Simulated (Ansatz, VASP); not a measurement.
## One calculation of Zn4HO4, two programs

Contents of INCAR:

```
SYSTEM = Zn4HO4
PREC = Accurate
ENCUT = 1000
EDIFF = 1E-6
ISMEAR = 0
SIGMA = 0.05
LREAL = .False.
LASPH = .True.
NELM = 120
ALGO = Normal
ISIF = 2
LWAVE = .False.
LCHARG = .False.
GGA = PS
NBANDS = 46
GGA_COMPAT = .False.
```

The input KPOINTS:

```
regular mesh
0
Gamma
  4 4 8
  0 0 0
```

File POSCAR:

```
Zn4HO4
1.0
    5.5148137916      0.0000000000      0.0000000000
    0.0000000000      5.5148137916      0.0000000000
    0.0000000000      0.0000000000      3.2430062931
Zn O H
4 4 1
Direct
    0.1820657240      0.1820657240      0.5000000000
    0.8179342760      0.8179342760      0.5000000000
    0.6820657240      0.3179342760      0.0000000000
    0.3179342760      0.6820657240      0.0000000000
    0.8180023132      0.1819976868      0.5000000000
    0.1819976868      0.8180023132      0.5000000000
    0.6819976868      0.6819976868      0.0000000000
    0.3180023132      0.3180023132      0.0000000000
    1.0000405349     -0.3180023132      0.5000000000
```

Input for Ansatz:

```yaml
crystal:
  lattice:
    - [5.5148137916, 0.0, 0.0]
    - [0.0, 5.5148137916, 0.0]
    - [0.0, 0.0, 3.2430062931]
  atoms:
    - { symbol: Zn, position: [0.182065724, 0.182065724, 0.5] }
    - { symbol: Zn, position: [0.817934276, 0.817934276, 0.5] }
    - { symbol: Zn, position: [0.682065724, 0.317934276, 0.0] }
    - { symbol: Zn, position: [0.317934276, 0.682065724, 0.0] }
    - { symbol: O, position: [0.8180023132, 0.1819976868, 0.5] }
    - { symbol: O, position: [0.1819976868, 0.8180023132, 0.5] }
    - { symbol: O, position: [0.6819976868, 0.6819976868, 0.0] }
    - { symbol: O, position: [0.3180023132, 0.3180023132, 0.0] }
    - { symbol: H, position: [1.0000405349, -0.3180023132, 0.5] }
basis:
  ecutwfc: 420
kpoints:
  mp_grid: { grid: [4, 4, 8] }
hamiltonian:
  xc: pbesol
  pseudopotentials: { kind: paw, azcp: { folder: soft_1 } }
scf:
  occupations: { method: gaussian, width: 0.05 }
output:
  forces: true
  stress: true
  eigenvalues: true
  write_density: true
  write_potential: true
  elf: true
  volumetric_format: npy
```

Alike in both runs: task single point; functional PBEsol; k mesh 4 × 4 × 8; occupations gaussian, width 0.05 eV; no spin polarisation.

|  | VASP | Ansatz |
| --- | --- | --- |
| version | VASP 6.6.1 | Ansatz 0.2.0 |
| potentials or method | VASP PAW PBE potentials, release 64 (Zn, O_h, H_h), cutoff 1000 eV | scalar-relativistic, plane waves, PAW |
| valence electrons in the cell | 73 | 73 |

```csv
,VASP,Ansatz,Ansatz less VASP
gap on the k mesh at the Fermi level (eV),none,none,-
rms of the force components (eV/Å),2.382,2.342,-0.0402
```

VASP's potentials were made for PBE, not for PBEsol, and Ansatz warns of the same on its side. Atom by atom the forces differ by 0.046 eV/Å (rms over components). A gap of «none» marks a metal or a gap that the smearing closes.
